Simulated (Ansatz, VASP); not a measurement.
## One calculation of BN, two programs

```
CELL_PARAMETERS angstrom
2.55458 0.00000 0.00000
-1.27729 2.21233 0.00000
0.00000 0.00000 4.22451
ATOMIC_POSITIONS crystal
B 0.66667 0.33333 0.99981
B 0.33333 0.66667 0.49981
N 0.57859 0.33333 0.51867
N 0.33333 0.66667 0.12519
```

Alike in both runs: task single point; functional PBE; k mesh 12 × 12 × 6; occupations gaussian, width 0.05 eV; no spin polarisation.

```csv
,VASP,Ansatz
version,VASP 6.6.1,Ansatz 0.2.0
potentials or method,"VASP PAW PBE potentials, release 64 (B, N), cutoff 520 eV","scalar-relativistic, plane waves, PAW"
valence electrons in the cell,16,16
```

```csv
,VASP,Ansatz,Ansatz less VASP
gap on the k mesh at the Fermi level (eV),2.34,2.35,+0.009
least direct gap on the mesh (eV),4.03,4.03,+0.002
rms of the force components (eV/Å),5.663,5.662,-0.0014
```

Atom by atom the forces differ by 0.009 eV/Å (rms over components).
